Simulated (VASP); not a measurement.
The system is TaN.

```
N Ta
1.0
     1.46835    2.54326    0.00000
    -1.46836    2.54326    0.00000
     0.00000    0.00000    2.88173
N Ta
1 1
Cartesian
  0.0000 0.0000 0.0000
  -0.0001 1.6956 1.4409
```

| Item | Value |
| --- | --- |
| Program | VASP 6.6.1 |
| Task | relaxation of cell and atoms |
| Functional | PBE |
| Potentials or basis | VASP PAW PBE potentials, release 64 (N, Ta_pv) |
| Cutoff | 600 eV |
| k mesh | 12 × 12 × 10 |
| Occupations | fermi-dirac, width 0.02 eV |
| Spin | no spin polarisation |

At the start: pressure 5.8 GPa; volume 10.76 Å³/atom.

Where does the relaxation end?

Over 4 steps the energy falls by 3.2 meV/atom and the volume is 10.94 Å³/atom (+1.6 %); space group P-6m2 (No. 187, to 0.1 Å) before and after.

The path:
```csv
step,energy change (eV),largest force (eV/Å),pressure (GPa),volume (Å³)
1,0.0000,0.0023,5.77,21.52
2,0.0289,0.0005,-12.27,22.75
3,-0.0063,0.0013,-0.06,21.88
4,-0.0063,0.0013,0.04,21.87
```

Final structure:
```yaml
crystal:
  lattice:
    - [1.47570, 2.55599, 0.00000]
    - [-1.47571, 2.55599, 0.00000]
    - [0.00000, 0.00000, 2.89967]
  atoms:
    - { symbol: N, position: [0.99999, 0.00001, 0.00000] }
    - { symbol: Ta, position: [0.33331, 0.33339, 0.50000] }
```
